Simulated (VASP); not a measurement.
# BN (C2/m) in VASP: further runs

The runs below take BN through single point, with PBEsol.

All numbers are computed with VASP 6.6.1; they aren't measurements. Logs are shortened: lines on timing, memory, paths and dates and some standing lists are left out, and cuts for length are marked.

## 1. The cell of the first run

It takes space group C2/m (No. 12, monoclinic). Conventional cell: a = 4.338 Å, b = 2.504 Å, c = 7.020 Å, α = 90.00°, β = 91.72°, γ = 90.00°. Within 1.9 Å of B (site symmetry m) lie 3 N at 1.45 Å. N (site symmetry m) has 3 B at 1.45 Å within 1.9 Å.

## 2. Single point, PBEsol (strain -0.0300 x Voigt [0, 0, 0, 1, 0, 0])

Input file INCAR:

```
PREC = Accurate
ENCUT = 520
EDIFF = 1E-7
ISMEAR = 0
SIGMA = 0.05
LREAL = False
LASPH = True
NELM = 60
ALGO = Normal
ISIF = 2
LWAVE = False
LCHARG = False
GGA = PS
NBANDS = 16
```

Input file KPOINTS:

```
Automatic mesh
0
Gamma
  12 12 4
```

Input file POSCAR:

```
BN
1.0
    2.5043488457      0.0000000000      0.0000000000
   -1.2521744229      2.1688297203     -0.0325324458
    0.0000000000     -0.1052864351      7.0190956742
B N
2 2
Direct
    0.3333333333      0.6666666667      0.2500000000
    0.6666666667      0.3333333333      0.7500000000
    0.3333333333      0.6666666667      0.7500000000
    0.6666666667      0.3333333333      0.2500000000
```

Potentials or basis: VASP PAW PBE potentials, release 64 (B, N).

The run is started by

```
$ cat potpaw_PBE.64/B/POTCAR potpaw_PBE.64/N/POTCAR > POTCAR
$ mpirun -np 1 vasp_std > vasp.out
```

OUTCAR:

```text
PREC = Accurate
   ENCUT = 520
   EDIFF = 1E-7
   ISMEAR = 0
   LREAL = False
   LASPH = True
   NELM = 60
   ISIF = 2
   GGA = PS

 ion  position               nearest neighbor table
   1  0.333  0.667  0.250-   4 1.45   4 1.45   4 1.45
   2  0.667  0.333  0.750-   3 1.45   3 1.45   3 1.45
   3  0.333  0.667  0.750-   2 1.45   2 1.45   2 1.45
   4  0.667  0.333  0.250-   1 1.45   1 1.45   1 1.45

  LATTYP: Found a base centered monoclinic cell.
 ALAT       =     4.3381473998
 B/A-ratio  =     0.5772853282
 C/A-ratio  =     1.6181758320
 COS(beta)  =    -0.0299932515

  Lattice vectors:

 A1 = (   1.2521744228,   2.1688297203,  -0.0325324458)
 A2 = (  -1.2521744229,   2.1688297203,  -0.0325324458)
 A3 = (   0.0000000000,  -0.1052864351,   7.0190956742)

Analysis of symmetry for initial positions (statically):
=====================================================================
 Subroutine PRICEL returns:
 Original cell was already a primitive cell.

 Routine SETGRP: Setting up the symmetry group for a
 base centered monoclinic supercell.

 Subroutine GETGRP returns: Found  4 space group operations
 (whereof  4 operations were pure point group operations)
 out of a pool of  4 trial point group operations.

The static configuration has the point symmetry C_2h.

Analysis of symmetry for dynamics (positions and initial velocities):
=====================================================================
 Subroutine PRICEL returns:
 Original cell was already a primitive cell.

 Routine SETGRP: Setting up the symmetry group for a
 base centered monoclinic supercell.

 Subroutine GETGRP returns: Found  4 space group operations
 (whereof  4 operations were pure point group operations)
 out of a pool of  4 trial point group operations.

The dynamic configuration has the point symmetry C_2h.

 Subroutine INISYM returns: Found  4 space group operations
 (whereof  4 operations are pure point group operations),
 and found     1 'primitive' translations

----------------------------------------------------------------------------------------

                                     Primitive cell

  volume of cell :      38.1157

  direct lattice vectors                    reciprocal lattice vectors
     2.504348846  0.000000000  0.000000000     0.399305393  0.230590959  0.003458864
    -1.252174423  2.168829720 -0.032532446     0.000000000  0.461181918  0.006917729
     0.000000000 -0.105286435  7.019095674     0.000000000  0.002137508  0.142500558

  length of vectors
     2.504348846  2.504560141  7.019885278     0.461117069  0.461233798  0.142516588

  position of ions in fractional coordinates (direct lattice)
     0.333333333  0.666666667  0.250000000
     0.666666667  0.333333333  0.750000000
     0.333333333  0.666666667  0.750000000
     0.666666667  0.333333333  0.250000000

  ion indices of the primitive-cell ions
   primitive index   ion index
                 1           1
                 2           2
                 3           3
                 4           4

----------------------------------------------------------------------------------------

 KPOINTS: Automatic mesh

Automatic generation of k-mesh.
 Grid dimensions read from file:
 generate k-points for:   12   12    4

 Generating k-lattice:

  Cartesian coordinates                     Fractional coordinates (reciprocal lattice)
     0.033275449  0.019215913  0.000288239     0.083333333 -0.000000000  0.000000000
     0.000000000  0.038431827  0.000576477     0.000000000  0.083333333  0.000000000
     0.000000000  0.000534377  0.035625140     0.000000000  0.000000000  0.250000000

  Length of vectors
     0.038426422  0.038436150  0.035629147

  Shift w.r.t. Gamma in fractional coordinates (k-lattice)
     0.000000000  0.000000000  0.000000000

 Subroutine IBZKPT returns following result:
 ===========================================

 Found    164 irreducible k-points:

 Following reciprocal coordinates:
            Coordinates               Weight
  0.000000  0.000000  0.000000      1.000000
  0.083333  0.000000  0.000000      4.000000
  0.166667 -0.000000  0.000000      4.000000
  0.250000  0.000000  0.000000      4.000000
  0.333333 -0.000000  0.000000      4.000000
  0.416667 -0.000000  0.000000      4.000000
[... 16 lines left out ...]
  0.333333  0.166667  0.000000      4.000000
  0.416667  0.166667  0.000000      4.000000
 [... further k-points ...]
   k-points           NKPTS =    164   k-points in BZ     NKDIM =    164   number of bands    NBANDS=     16
   number of dos      NEDOS =    301   number of ions     NIONS =      4
   total plane-waves  NPLWV =  21600
   dimension x,y,z NGX =    20 NGY =   20 NGZ =   54
   dimension x,y,z NGXF=    40 NGYF=   40 NGZF=  108
   ions per type =               2   2
   NGX,Y,Z   is equivalent  to a cutoff of  13.28, 13.28, 12.79 a.u.
   NGXF,Y,Z  is equivalent  to a cutoff of  26.55, 26.55, 25.58 a.u.
 SYSTEM =  unknown system
   PREC   = accura    normal or accurate (medium, high low for compatibility)
   ISTART =      0    job   : 0-new  1-cont  2-samecut
   ICHARG =      2    charge: 1-file 2-atom 10-const
   ISPIN  =      1    spin polarized calculation?
   LNONCOLLINEAR =      F non collinear calculations
   LSORBIT =      F    spin-orbit coupling
   LASPH  =      T    aspherical Exc in radial PAW
   ENCUT  =  520.0 eV  38.22 Ry    6.18 a.u.   4.66  4.66 13.05*2*pi/ulx,y,z
   NELM   =     60;   NELMIN=  2; NELMDL= -5     # of ELM steps
   EDIFF  = 0.1E-06   stopping-criterion for ELM
   LREAL  =      F    real-space projection
   EDIFFG = 0.1E-05   stopping-criterion for IOM
   NSW    =      0    number of steps for IOM
   IBRION =     -1    ionic relax: 0-MD 1-quasi-New 2-CG
   NFREE  =      0    steps in history (QN), initial steepest desc. (CG)
   ISIF   =      2    stress and relaxation
   ISYM   =      2    0-nonsym 1-usesym 2-fastsym
   POTIM  = 0.5000    time-step for ionic-motion
   TEBEG  =    0.0;   TEEND  =   0.0 temperature during run
   PSTRESS=    0.0 pullay stress
   NELECT =      16.0000    total number of electrons
   NUPDOWN=      -1.0000    fix difference up-down
   EMIN   =  10.00;   EMAX   =-10.00  energy-range for DOS
   EFERMI =   0.00;   METHOD = LEGACY
   ISMEAR =     0;   SIGMA  =   0.05  broadening in eV -4-tet -1-fermi 0-gaus
   EFERMI_NEDOS =   21; number of points for ismear=-14 and -15
   IALGO  =     38    algorithm
   IMIX   =      4    mixing-type and parameters
     AMIX     =   0.40;   BMIX     =  1.00
     AMIX_MAG =   1.60;   BMIX_MAG =  1.00
  volume/ion in A,a.u.               =       9.53        64.30
  Fermi-wavevector in a.u.,A,eV,Ry     =   1.225783  2.316394 20.443351  1.502544
  Thomas-Fermi vector in A             =   2.360808
   LORBIT       =      0    0 simple, 1 ext, 2 COOP (PROOUT), +10 PAW based schemes
   GGA     = PS    functional components
   LHFCALC =     F    Hartree Fock is set to
   AEXX    =    0.0000 exact exchange contribution
   IVDW    =     0    specifies the selected vdW correction
   LEPSILON=     F    determine dielectric tensor
   LRPA    =     F    only Hartree local field effects (RPA)
 non-spin polarized calculation
 Gauss-broadening in eV      SIGMA  =   0.05
  energy-cutoff  :      520.00
  volume of cell :       38.12
 maximum number of plane-waves:      1048
   NGX =  9   NGY =  9   NGZ = 27

 number of electron      15.9999998 magnetization

 Free energy of the ion-electron system (eV)
  ---------------------------------------------------
  ext. energy  EPLUGINS =         0.00000000
  ---------------------------------------------------
  free energy    TOTEN  =       -36.57056918 eV

  energy without entropy =      -36.57056918  energy(sigma->0) =      -36.57056918

 E-fermi :   2.0605     XC(G=0):  -9.9284

 val. band max:        1.7925856148   @ k =   0.3333   0.3333   0.5000
 cond. band min:       6.0185866416   @ k =   0.5000   0.0000   0.0000
 fundamental gap:      4.2260010268
 Fermi energy:         2.0605261573

 k-point     1 :       0.0000    0.0000    0.0000
  band No.  band energies     occupation
      1     -15.9498      2.00000
      2     -15.7528      2.00000
      3      -4.3025      2.00000
      4      -2.6478      2.00000
      5       0.4515      2.00000
      6       0.4518      2.00000
[... 8 lines left out ...]
     15      13.6175      0.00000
     16      14.6774      0.00000

 k-point     2 :       0.0833    0.0000    0.0000
  band No.  band energies     occupation
      1     -15.8140      2.00000
      2     -15.6203      2.00000
      3      -4.1159      2.00000
      4      -2.4770      2.00000
      5      -0.1068      2.00000
      6      -0.0921      2.00000
[... 8 lines left out ...]
     15      14.1340      0.00000
     16      14.1962      0.00000

 k-point     3 :       0.1667   -0.0000    0.0000
  band No.  band energies     occupation
      1     -15.4137      2.00000
      2     -15.2300      2.00000
      3      -3.5628      2.00000
      4      -1.9743      2.00000
      5      -1.5240      2.00000
      6      -1.5061      2.00000
[... 8 lines left out ...]
     15      15.4879      0.00000
     16      15.5621      0.00000

 k-point     4 :       0.2500    0.0000    0.0000
  band No.  band energies     occupation
      1     -14.7754      2.00000
      2     -14.6090      2.00000
      3      -3.3244      2.00000
      4      -3.2921      2.00000
      5      -2.6686      2.00000
      6      -1.1828      2.00000
[... 8 lines left out ...]
     15      16.5247      0.00000
     16      17.7633      0.00000

 k-point     5 :       0.3333   -0.0000    0.0000
  band No.  band energies     occupation
      1     -13.9657      2.00000
      2     -13.8266      2.00000
      3      -5.1202      2.00000
      4      -5.0727      2.00000
      5      -1.8135      2.00000
      6      -1.7778      2.00000
[... 8 lines left out ...]
     15      17.2279      0.00000
     16      20.2934      0.00000

 k-point     6 :       0.4167   -0.0000    0.0000
  band No.  band energies     occupation
      1     -13.1571      2.00000
      2     -13.0632      2.00000
      3      -6.5572      2.00000
      4      -6.5060      2.00000
      5      -2.2269      2.00000
      6      -2.1895      2.00000
[... 8 lines left out ...]
     15      16.3824      0.00000
     16      19.6416      0.00000

 k-point     7 :       0.5000    0.0000    0.0000
  band No.  band energies     occupation
      1     -12.7602      2.00000
      2     -12.7157      2.00000
      3      -7.1494      2.00000
      4      -7.1070      2.00000
      5      -2.3699      2.00000
      6      -2.3319      2.00000
[... 8 lines left out ...]
     15      16.5661      0.00000
     16      19.2832      0.00000

 k-point     8 :       0.0000    0.0833    0.0000
  band No.  band energies     occupation
      1     -15.8140      2.00000
      2     -15.6203      2.00000
      3      -4.1157      2.00000
      4      -2.4773      2.00000
      5      -0.1071      2.00000
      6      -0.0930      2.00000
[... 8 lines left out ...]
     15      14.1334      0.00000
     16      14.1967      0.00000

 k-point     9 :       0.0833    0.0833    0.0000
  band No.  band energies     occupation
      1     -15.5458      2.00000
      2     -15.3589      2.00000
      3      -3.7456      2.00000
      4      -2.1406      2.00000
      5      -1.0217      2.00000
      6      -1.0174      2.00000
[... 8 lines left out ...]
     15      14.7961      0.00000
     16      15.4915      0.00000
[... 172 lines left out ...]
 k-point    19 :       0.0000    0.1667    0.0000
  band No.  band energies     occupation
      1     -15.4138      2.00000
      2     -15.2302      2.00000
      3      -3.5623      2.00000
      4      -1.9754      2.00000
      5      -1.5244      2.00000
      6      -1.5072      2.00000
[... 8 lines left out ...]
     15      15.4884      0.00000
     16      15.5638      0.00000

 k-point    20 :       0.0833    0.1667    0.0000
  band No.  band energies     occupation
      1     -15.0253      2.00000
      2     -14.8520      2.00000
      3      -3.0204      2.00000
      4      -2.5206      2.00000
      5      -2.5042      2.00000
      6      -1.4887      2.00000
[... 8 lines left out ...]
     15      16.0561      0.00000
     16      16.1970      0.00000

 k-point    21 :       0.1667    0.1667    0.0000
  band No.  band energies     occupation
      1     -14.4088      2.00000
      2     -14.2533      2.00000
      3      -3.7300      2.00000
      4      -3.7294      2.00000
      5      -2.1558      2.00000
      6      -2.1469      2.00000
[... 8 lines left out ...]
     15      15.6498      0.00000
     16      16.5941      0.00000

 k-point    22 :       0.2500    0.1667    0.0000
  band No.  band energies     occupation
      1     -13.6343      2.00000
      2     -13.5064      2.00000
      3      -5.1092      2.00000
      4      -5.0798      2.00000
      5      -3.0283      2.00000
      6      -2.9904      2.00000
[... 8 lines left out ...]
     15      15.9894      0.00000
     16      17.8103      0.00000

 k-point    23 :       0.3333    0.1667    0.0000
  band No.  band energies     occupation
      1     -12.8745      2.00000
      2     -12.7906      2.00000
      3      -6.3234      2.00000
      4      -6.2747      2.00000
      5      -3.5522      2.00000
      6      -3.5096      2.00000
[... 8 lines left out ...]
     15      16.4257      0.00000
     16      19.0804      0.00000

 k-point    24 :       0.4167    0.1667    0.0000
  band No.  band energies     occupation
      1     -12.5098      2.00000
      2     -12.4711      2.00000
      3      -6.8404      2.00000
      4      -6.7884      2.00000
      5      -3.7245      2.00000
      6      -3.6799      2.00000
[... 8 lines left out ...]
     15      16.0246      0.00000
     16      18.7680      0.00000

 [... further k-points ...]
[... 5 lines left out ...]
  --------------------------------------------------------------------------------------
  -------------------------------------------------------------------------------------
  Total        0.1104496      0.0919299     -0.0252603     -0.0000000      0.0172234     -0.0000000
  in kB        4.6427028      3.8642377     -1.0618063     -0.0000000      0.7239766     -0.0000000
  external PRESSURE =       2.4817114 kB  Pullay stress =       0.0000000 kB

 VOLUME and BASIS-vectors are now :
 -----------------------------------------------------------------------------
  energy-cutoff  :      520.00
  volume of cell :       38.12
      direct lattice vectors                 reciprocal lattice vectors
     2.504348846  0.000000000  0.000000000     0.399305393  0.230590959  0.003458864
    -1.252174423  2.168829720 -0.032532446     0.000000000  0.461181918  0.006917729
     0.000000000 -0.105286435  7.019095674     0.000000000  0.002137508  0.142500558

 POSITION                                       TOTAL-FORCE (eV/Angst)
 -----------------------------------------------------------------------------------
     -0.00000      1.41956      1.73309        -0.000000      0.001158      0.000007
      1.25217      0.64398      5.25348         0.000000     -0.001158     -0.000007
     -0.00000      1.36692      5.24263        -0.000000      0.000607     -0.000044
      1.25217      0.69662      1.74393         0.000000     -0.000607      0.000044
 -----------------------------------------------------------------------------------
    total drift:                                0.000000     -0.000000     -0.000000

  FREE ENERGIE OF THE ION-ELECTRON SYSTEM (eV)
  ---------------------------------------------------
  free  energy   TOTEN  =       -36.5705691792 eV

  energy  without entropy=      -36.5705691792  energy(sigma->0) =      -36.57056918
```

Wall time 2.7 min (1 thread of Intel Xeon Platinum 8259CL at 2.50GHz (Skylake/Cascade Lake), shared host); peak memory 0.21 GiB.

Results:

```
Free energy            : -36.5706 eV
Pressure               : 0.2 GPa
Band gap on the k mesh : 4.23 eV, indirect (least direct gap 4.49 eV)
```

Caveat: the cell differs from its parent crystal (strain -0.0300 x Voigt [0, 0, 0, 1, 0, 0]); the PAW data sets were made with another functional, which shifts forces and pressure a little; this functional lacks dispersion, which binds the layers, so the pressure and a relaxed spacing across them are unreliable.

(Part 1 of 2 ends here.)
